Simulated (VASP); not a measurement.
Set up this calculation in VASP 6.6.1, as the native input.

```yaml
Task: single point
Functional: HSE06
Potentials_or_basis: VASP PAW PBE potentials, release 64 (Cd, Te)
Cutoff: 520 eV
k_mesh: 4 × 4 × 4
Occupations: gaussian, width 0.01 eV
Spin: no spin polarisation
Dipole_correction: no
Grid_for_exact_exchange_PRECFOCK: Normal
Further_INCAR_settings: ALGO = Normal; EDIFF = 1e-06; NBANDS = 16
Share_of_exact_exchange: 0.25
Screening_parameter: 0.2079 1/Å
```

CdTe:

```
Cd Te
1.0
     0.00000    3.27996    3.14876
     3.27996    0.00000    3.14876
     3.27996    3.27996    0.00000
Cd Te
1 1
Direct
  0.00000 0.00000 0.00000
  0.25000 0.25000 0.25000
```

This cell differs from its parent crystal: uniaxial z strain -4.0%.

The input as run:

POSCAR

```
CdTe
1.0
    0.0000000000      3.2799551162      3.1487569115
    3.2799551162      0.0000000000      3.1487569115
    3.2799551162      3.2799551162      0.0000000000
Cd Te
1 1
Direct
    0.0000000000      0.0000000000      0.0000000000
    0.2500000000      0.2500000000      0.2500000000
```

INCAR.step1

```
SYSTEM = CdTe
ALGO = Normal
EDIFF = 1E-5
ENCUT = 520
GGA = PE
ISIF = 2
ISMEAR = 0
LASPH = .TRUE.
LCHARG = .FALSE.
LREAL = .FALSE.
LWAVE = .TRUE.
NBANDS = 16
NELM = 60
PREC = Accurate
SIGMA = 0.01
```

INCAR.step2

```
SYSTEM = CdTe
ALGO = Normal
EDIFF = 1E-6
ENCUT = 520
GGA = PE
HFSCREEN = 0.2079
ISIF = 2
ISMEAR = 0
ISTART = 1
LASPH = .TRUE.
LCHARG = .FALSE.
LHFCALC = .TRUE.
LREAL = .FALSE.
LWAVE = .FALSE.
NBANDS = 16
NELM = 60
PREC = Accurate
PRECFOCK = Normal
SIGMA = 0.01
```

KPOINTS

```
k-points
0
G
  4 4 4
  0 0 0
```

Potentials or basis: VASP PAW PBE potentials, release 64 (Cd, Te).

The run is started by

```console
$ cat potpaw_PBE.64/Cd/POTCAR potpaw_PBE.64/Te/POTCAR > POTCAR
$ cp INCAR.step1 INCAR
$ mpirun -np 1 vasp_std > vasp.out
$ cp INCAR.step2 INCAR
$ mpirun -np 1 vasp_std > vasp.out
```

Results of the run:

```json
{
  "Pressure": "2.0 GPa",
  "Band gap on the k mesh": "1.49 eV"
}
```

Caveat: the k points lie up to 0.42 Å⁻¹ apart; the cell differs from its parent crystal (uniaxial z strain -4.0%); the PAW data sets were made with another functional, which shifts forces and pressure a little; spin-orbit coupling is left out, which moves the levels of the heavy elements.

It took 14 min on 1 thread of Intel Xeon 8259CL, with other jobs on the host, peak memory 0.3 GiB.
